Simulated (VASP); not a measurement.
W, 1 atom in the cell. The structure is cubic, space group Fm-3m (No. 225). Conventional cell: a = 4.060 Å, b = 4.060 Å, c = 4.060 Å, α = 90.00°, β = 90.00°, γ = 90.00°. Within 3.8 Å of W (site symmetry m-3m) lie 12 W at 2.87 Å. 

| Item | Value |
| --- | --- |
| Program | VASP 6.6.1 |
| Task | single point |
| Functional | LDA |
| Potentials or basis | VASP PAW LDA potentials, release 64 (W_sv) |
| Cutoff | 520 eV |
| k mesh | 12 × 12 × 12 |
| Occupations | fermi-dirac, width 0.08 eV |
| Spin | collinear spin, ferromagnetic start |
| Starting moments | [0.05] μB |
| Fixed moment | 0.05 μB |
| Dipole correction | no |
| Further INCAR settings | ALGO = Normal; EDIFF = 1e-07; NBANDS = 17 |

Potentials or basis: VASP PAW LDA potentials, release 64 (W_sv).

The run is started by

```sh
$ cat potpaw_LDA.64/W_sv/POTCAR > POTCAR
$ mpirun -np 1 vasp_std > vasp.out
```

Hardware: 1 thread of Intel(R) Xeon(R) Platinum 8488C (Sapphire Rapids), with other jobs on the host.

Problem. How long does it take, and how much memory?

Solution. Run time: 25 s on 1 thread of Intel(R) Xeon(R) Platinum 8488C (Sapphire Rapids) (shared host), peak memory 0.15 GiB. Counts: scf iterations 13, k points 72.
